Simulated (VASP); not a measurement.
# Al5In2Ga4BP12 (P1) in VASP: single point with PBE

Aim: the single point of Al5In2Ga4BP12 with PBE.

Program: VASP 6.6.1. These are calculated values, not measurements. Logs are shortened: lines on timing, memory, paths and dates and some standing lists are left out, and cuts for length are marked.

**1. The cell of the first run**

The typed cell holds 24 atoms: a = 7.740 Å, b = 7.738 Å, c = 9.560 Å, α = 90.33°, β = 89.55°, γ = 119.29°.

**2. Single point, PBE**

INCAR reads:

```
SYSTEM = Al5In2Ga4BP12
PREC = Accurate
ENCUT = 520
EDIFF = 1E-6
ISMEAR = 0
SIGMA = 0.1
LREAL = Auto
LASPH = .TRUE.
NELM = 100
ALGO = Normal
ISIF = 2
LWAVE = .FALSE.
LCHARG = .FALSE.
GGA = PE
NBANDS = 96
ISYM = 0
```

KPOINTS reads:

```
Automatic mesh
0
Gamma
  2 2 2
  0.5 0.5 0.5
```

POSCAR reads:

```
Al5In2Ga4BP12
1.0
   -5.5103782633     -5.4359883978      0.0219027554
   -0.0254485870      5.4395342293      5.5040306415
   -5.5416478347      5.4891607246     -5.5282085498
B Al P Ga In
1 5 12 4 2
Direct
    0.6705567755      0.3340036180      0.3416909684
    0.0016790668      0.0001779062      0.9908338291
    0.8333828118      0.1697829118      0.6588688988
    0.3390405053      0.1693315491      0.6515884410
    0.8326938409      0.6601795748      0.6589904744
    0.6725330385      0.8348796965      0.3404613494
    0.3229151015      0.1624098499      0.8979954360
    0.8461245128      0.1752293957      0.9064004417
    0.6704443670      0.3345040961      0.5552007802
    0.1657029238      0.3337311548      0.5802890893
    0.5214300113      0.4839956316      0.2742966557
    0.9669206229      0.4844224146      0.2596700072
    0.3173175964      0.6590723241      0.9205531494
    0.8470983199      0.6704560621      0.9066890378
    0.6665027590      0.8327925857      0.5886062503
    0.1651186112      0.8330484725      0.5807770005
    0.5208479655      0.0357958518      0.2745661910
    0.0001864055      1.0010943441      0.2428869808
    0.1659288320      0.3327855126      0.3329787730
   -0.0088826882      0.4944882201      1.0073784769
    0.3295585026      0.6649396534      0.6690638061
    0.1655531320      0.8346794262      0.3335398356
    0.5041391823      0.0075904799      0.0097779657
    0.5054268729      0.4966235249      0.0094743572
```

Potentials or basis: VASP PAW PBE potentials, release 64 (B, Al, P, Ga_d, In_d).

Launch:

```sh
$ cat potpaw_PBE.64/B/POTCAR potpaw_PBE.64/Al/POTCAR potpaw_PBE.64/P/POTCAR potpaw_PBE.64/Ga_d/POTCAR potpaw_PBE.64/In_d/POTCAR > POTCAR
$ mpirun -np 1 vasp_std > vasp.out
```

OUTCAR:

```text
SYSTEM = Al5In2Ga4BP12
   PREC = Accurate
   ENCUT = 520
   EDIFF = 1E-6
   ISMEAR = 0
   LREAL = Auto
   LASPH = .TRUE.
   NELM = 100
   ISIF = 2
   GGA = PE
   ISYM = 0

 ion  position               nearest neighbor table
   1  0.671  0.334  0.342-   9 2.04  11 2.10  17 2.11  12 2.15
   2  0.002  0.000  0.991-   7 2.34   8 2.36  14 2.36  18 2.41
   3  0.833  0.170  0.659-  10 2.36   8 2.37  15 2.37   9 2.41
   4  0.339  0.169  0.652-   7 2.36  10 2.36  16 2.37   9 2.41
   5  0.833  0.660  0.659-  16 2.36  15 2.37  14 2.37   9 2.41
   6  0.673  0.835  0.340-  15 2.37  18 2.40  17 2.45  11 2.45
[... 14 lines left out ...]
  21  0.330  0.665  0.669-  16 2.38  10 2.39  15 2.40  13 2.41
  22  0.166  0.835  0.334-  16 2.36  18 2.39  17 2.47  12 2.48
  23  0.504  0.008  0.010-   7 2.50  13 2.50   8 2.51  17 2.54  24 3.78  24 3.96
  24  0.505  0.497  0.009-   7 2.50  13 2.50  14 2.50  11 2.54  23 3.78  23 3.96

IMPORTANT INFORMATION: All symmetrisations will be switched off!
NOSYMM: (Re-)initialisation of all symmetry stuff for point group C_1.

----------------------------------------------------------------------------------------

                                     Primitive cell

  volume of cell :     499.4115

  direct lattice vectors                    reciprocal lattice vectors
    -5.510378263 -5.435988398  0.021902755    -0.120708859 -0.061356390  0.060079301
    -0.025448587  5.439534229  5.504030641    -0.059932644  0.061239879  0.120885661
    -5.541647835  5.489160725 -5.528208550    -0.060148774  0.060728949 -0.060295431

  length of vectors
     7.740459818  7.738445165  9.560430741     0.148137631  0.148174180  0.104601239

  position of ions in fractional coordinates (direct lattice)
     0.670556776  0.334003618  0.341690968
     0.001679067  0.000177906  0.990833829
     0.833382812  0.169782912  0.658868899
     0.339040505  0.169331549  0.651588441
     0.832693841  0.660179575  0.658990474
     0.672533038  0.834879697  0.340461349
[... 16 lines left out ...]
     0.504139182  0.007590480  0.009777966
     0.505426873  0.496623525  0.009474357

  ion indices of the primitive-cell ions
   primitive index   ion index
                 1           1
                 2           2
                 3           3
                 4           4
                 5           5
                 6           6
[... 16 lines left out ...]
                23          23
                24          24

----------------------------------------------------------------------------------------

 KPOINTS: Automatic mesh

Automatic generation of k-mesh.
 Grid dimensions read from file:
 generate k-points for:    2    2    2

 Generating k-lattice:

  Cartesian coordinates                     Fractional coordinates (reciprocal lattice)
    -0.060354430 -0.030678195  0.030039650     0.500000000  0.000000000 -0.000000000
    -0.029966322  0.030619939  0.060442831    -0.000000000  0.500000000  0.000000000
    -0.030074387  0.030364474 -0.030147715     0.000000000 -0.000000000  0.500000000

  Length of vectors
     0.074068815  0.074087090  0.052300620

  Shift w.r.t. Gamma in fractional coordinates (k-lattice)
     0.500000000  0.500000000  0.500000000

 Subroutine IBZKPT returns following result:
 ===========================================

 Found      4 irreducible k-points:

 Following reciprocal coordinates:
            Coordinates               Weight
  0.250000  0.250000  0.250000      2.000000
 -0.250000  0.250000  0.250000      2.000000
  0.250000 -0.250000  0.250000      2.000000
 -0.250000 -0.250000  0.250000      2.000000
   k-points           NKPTS =      4   k-points in BZ     NKDIM =      4   number of bands    NBANDS=     96
   number of dos      NEDOS =    301   number of ions     NIONS =     24
   total plane-waves  NPLWV = 259200
   dimension x,y,z NGX =    60 NGY =   60 NGZ =   72
   dimension x,y,z NGXF=   120 NGYF=  120 NGZF=  144
   ions per type =               1   5  12   4   2
   NGX,Y,Z   is equivalent  to a cutoff of  12.89, 12.89, 12.52 a.u.
   NGXF,Y,Z  is equivalent  to a cutoff of  25.77, 25.78, 25.04 a.u.
 SYSTEM =  Al5In2Ga4BP12
   PREC   = accura    normal or accurate (medium, high low for compatibility)
   ISTART =      0    job   : 0-new  1-cont  2-samecut
   ICHARG =      2    charge: 1-file 2-atom 10-const
   ISPIN  =      1    spin polarized calculation?
   LNONCOLLINEAR =      F non collinear calculations
   LSORBIT =      F    spin-orbit coupling
   LASPH  =      T    aspherical Exc in radial PAW
   ENCUT  =  520.0 eV  38.22 Ry    6.18 a.u.  14.39 14.39 17.78*2*pi/ulx,y,z
   NELM   =    100;   NELMIN=  2; NELMDL= -5     # of ELM steps
   EDIFF  = 0.1E-05   stopping-criterion for ELM
   LREAL  =      T    real-space projection
   EDIFFG = 0.1E-04   stopping-criterion for IOM
   NSW    =      0    number of steps for IOM
   IBRION =     -1    ionic relax: 0-MD 1-quasi-New 2-CG
   NFREE  =      0    steps in history (QN), initial steepest desc. (CG)
   ISIF   =      2    stress and relaxation
   ISYM   =      0    0-nonsym 1-usesym 2-fastsym
   POTIM  = 0.5000    time-step for ionic-motion
   TEBEG  =    0.0;   TEEND  =   0.0 temperature during run
   PSTRESS=    0.0 pullay stress
   NELECT =     156.0000    total number of electrons
   NUPDOWN=      -1.0000    fix difference up-down
   EMIN   =  10.00;   EMAX   =-10.00  energy-range for DOS
   EFERMI =   0.00;   METHOD = LEGACY
   ISMEAR =     0;   SIGMA  =   0.10  broadening in eV -4-tet -1-fermi 0-gaus
   EFERMI_NEDOS =   21; number of points for ismear=-14 and -15
   IALGO  =     38    algorithm
   IMIX   =      4    mixing-type and parameters
     AMIX     =   0.40;   BMIX     =  1.00
     AMIX_MAG =   1.60;   BMIX_MAG =  1.00
  volume/ion in A,a.u.               =      20.81       140.42
  Fermi-wavevector in a.u.,A,eV,Ry     =   1.110785  2.099080 16.787472  1.233844
  Thomas-Fermi vector in A             =   2.247341
   LORBIT       =      0    0 simple, 1 ext, 2 COOP (PROOUT), +10 PAW based schemes
   GGA     = PE    functional components
   LHFCALC =     F    Hartree Fock is set to
   AEXX    =    0.0000 exact exchange contribution
   IVDW    =     0    specifies the selected vdW correction
   LEPSILON=     F    determine dielectric tensor
   LRPA    =     F    only Hartree local field effects (RPA)
 non-spin polarized calculation
 Gauss-broadening in eV      SIGMA  =   0.10
  energy-cutoff  :      520.00
  volume of cell :      499.41
 maximum number of plane-waves:     13464
 NGX is ok and might be reduce to    60
   NGX = 29   NGY = 29   NGZ = 35

 number of electron     155.9999998 magnetization

 Free energy of the ion-electron system (eV)
  ---------------------------------------------------
  ext. energy  EPLUGINS =         0.00000000
  ---------------------------------------------------
  free energy    TOTEN  =      -116.43241166 eV

  energy without entropy =     -116.43241166  energy(sigma->0) =     -116.43241166

 E-fermi :   5.1252     XC(G=0):  -9.4594

 val. band max:        4.6287958541   @ k =   0.2500  -0.2500   0.2500
 cond. band min:       6.1899980423   @ k =  -0.2500   0.2500   0.2500
 fundamental gap:      1.5612021882
 Fermi energy:         5.1251872899

 k-point     1 :       0.2500    0.2500    0.2500
  band No.  band energies     occupation
      1      -9.7717      2.00000
      2      -9.7536      2.00000
      3      -9.7416      2.00000
      4      -9.7325      2.00000
      5      -9.7274      2.00000
      6      -9.7114      2.00000
[... 82 lines left out ...]
     89       8.3941      0.00000
     90       8.4797      0.00000

 k-point     2 :      -0.2500    0.2500    0.2500
  band No.  band energies     occupation
      1      -9.7717      2.00000
      2      -9.7536      2.00000
      3      -9.7418      2.00000
      4      -9.7333      2.00000
      5      -9.7267      2.00000
      6      -9.7119      2.00000
[... 82 lines left out ...]
     89       7.9500      0.00000
     90       8.0265      0.00000

 k-point     3 :       0.2500   -0.2500    0.2500
  band No.  band energies     occupation
      1      -9.7717      2.00000
      2      -9.7537      2.00000
      3      -9.7418      2.00000
      4      -9.7331      2.00000
      5      -9.7267      2.00000
      6      -9.7118      2.00000
[... 82 lines left out ...]
     89       7.9153      0.00000
     90       8.0152      0.00000

 k-point     4 :      -0.2500   -0.2500    0.2500
  band No.  band energies     occupation
      1      -9.7716      2.00000
      2      -9.7537      2.00000
      3      -9.7417      2.00000
      4      -9.7322      2.00000
      5      -9.7275      2.00000
      6      -9.7114      2.00000
[... 82 lines left out ...]
     89       8.3827      0.00000
     90       8.4574      0.00000
 [bands above 90 left out]

------------------------ aborting loop because EDIFF is reached ----------------------------------------

  FORCE on cell =-STRESS in cart. coord.  units (eV):
  Direction    XX          YY          ZZ          XY          YZ          ZX
  --------------------------------------------------------------------------------------
  -------------------------------------------------------------------------------------
  Total        0.0879997      0.0009253      0.0934501     -0.1023754     -0.1171692      0.0445235
  in kB        0.2823144      0.0029684      0.2998002     -0.3284337     -0.3758941      0.1428374
  external PRESSURE =       0.1950277 kB  Pullay stress =       0.0000000 kB

 VOLUME and BASIS-vectors are now :
 -----------------------------------------------------------------------------
  energy-cutoff  :      520.00
  volume of cell :      499.41
      direct lattice vectors                 reciprocal lattice vectors
    -5.510378263 -5.435988398  0.021902755    -0.120708859 -0.061356390  0.060079301
    -0.025448587  5.439534229  5.504030641    -0.059932644  0.061239879  0.120885661
    -5.541647835  5.489160725 -5.528208550    -0.060148774  0.060728949 -0.060295431

 POSITION                                       TOTAL-FORCE (eV/Angst)
 -----------------------------------------------------------------------------------
     -5.59705      0.04728     -0.03589         0.005719     -0.026049      0.010181
     -5.50011      5.43069     -5.47652         0.013785     -0.018416      0.005262
     -8.24779      0.00992     -2.68962         0.005466      0.013590      0.015617
     -5.48342      2.65474     -2.66268        -0.003911     -0.003112     -0.004409
     -8.25715      2.68186      0.00885        -0.007392      0.007065      0.015348
     -5.61387      2.75432      2.72779        -0.014334      0.004418      0.007915
[... 16 lines left out ...]
     -2.83238     -2.64553     -0.00123         0.031930     -0.006853      0.025130
     -2.85024      0.00591      2.69213         0.027164     -0.005366      0.011823
 -----------------------------------------------------------------------------------
    total drift:                               -0.000375     -0.007326      0.010410

  FREE ENERGIE OF THE ION-ELECTRON SYSTEM (eV)
  ---------------------------------------------------
  free  energy   TOTEN  =      -116.4324116641 eV

  energy  without entropy=     -116.4324116641  energy(sigma->0) =     -116.43241166
```

Run time: 12 min. Hardware: 1 thread of Intel Xeon 8259CL, shared host; peak memory 0.64 GiB.

Results:

* Free energy: -116.4324 eV
* Pressure: 0.0 GPa
* Largest force: 0.041 eV/Å
* Band gap on the k mesh: 1.56 eV (least direct gap 1.64 eV)

Forces in eV/Å, atoms in the order of the input:
```
B    0.006 -0.026  0.010
Al   0.014 -0.018  0.005
Al   0.005  0.014  0.016
Al  -0.004 -0.003 -0.004
Al  -0.007  0.007  0.015
Al  -0.014  0.004  0.008
P   -0.004  0.003 -0.012
P   -0.013 -0.006  0.006
P   -0.011  0.001 -0.016
P    0.004 -0.005  0.003
P   -0.011  0.016 -0.016
P    0.023  0.020 -0.015
P    0.002 -0.013  0.006
P   -0.018 -0.004  0.008
P   -0.004 -0.017  0.003
P    0.008 -0.005  0.001
P   -0.029  0.020 -0.012
P   -0.002  0.013 -0.011
Ga  -0.013 -0.016 -0.009
Ga   0.005  0.006 -0.009
Ga   0.008  0.007 -0.018
Ga  -0.001  0.015  0.004
In   0.032 -0.007  0.025
In   0.027 -0.005  0.012
```

Caveat: spin-orbit coupling is left out, which moves the levels of the heavy elements; a shifted mesh leaves out Γ, where band edges can lie. A k mesh can miss the band edges.
